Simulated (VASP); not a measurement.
A run of VASP 6.6.1 is set up as follows.

File INCAR:

```
PREC = Accurate ; ENCUT = 600
EDIFF = 1E-7 ; ISMEAR = 0
SIGMA = 0.02 ; LREAL = F
LASPH = T ; NELM = 60
ALGO = Normal ; ISIF = 4
LWAVE = F ; LCHARG = F
GGA = PE ; IBRION = 2
NSW = 50 ; EDIFFG = -0.01
```

KPOINTS

```
regular mesh
0
Gamma
  6 6 6
```

File POSCAR:

```
BaH4
1.0
    2.3635374455      1.3645889804      3.6542007098
   -2.3635374455      1.3645889804      3.6542007098
    0.0000000000     -2.7291779608      3.6542007098
Ba H
1 4
Direct
    0.0000000000      0.0000000000      0.0000000000
    0.7416934646      0.7416934646      0.7416934646
    0.2583065354      0.2583065354      0.2583065354
    0.4645166460      0.4645166460      0.4645166460
    0.5354833540      0.5354833540      0.5354833540
```

Potentials or basis: VASP PAW PBE potentials, release 64 (Ba_sv, H).

Command:

```bash
$ cat potpaw_PBE.64/Ba_sv/POTCAR potpaw_PBE.64/H/POTCAR > POTCAR
$ mpirun -np 1 vasp_std > vasp.out
```

Task: Predict the band gap on the k mesh.

Result: 2.52 eV (least direct gap 3.05 eV).

Forces on the atoms (eV/Å):
```
Ba   0.000  0.000  0.000
H    0.000  0.000  0.010
H    0.000  0.000 -0.010
H    0.000  0.000  0.000
H    0.000  0.000  0.000
```

Caveat: spin-orbit coupling is left out, which moves the levels of the heavy elements. A k mesh can miss the band edges.
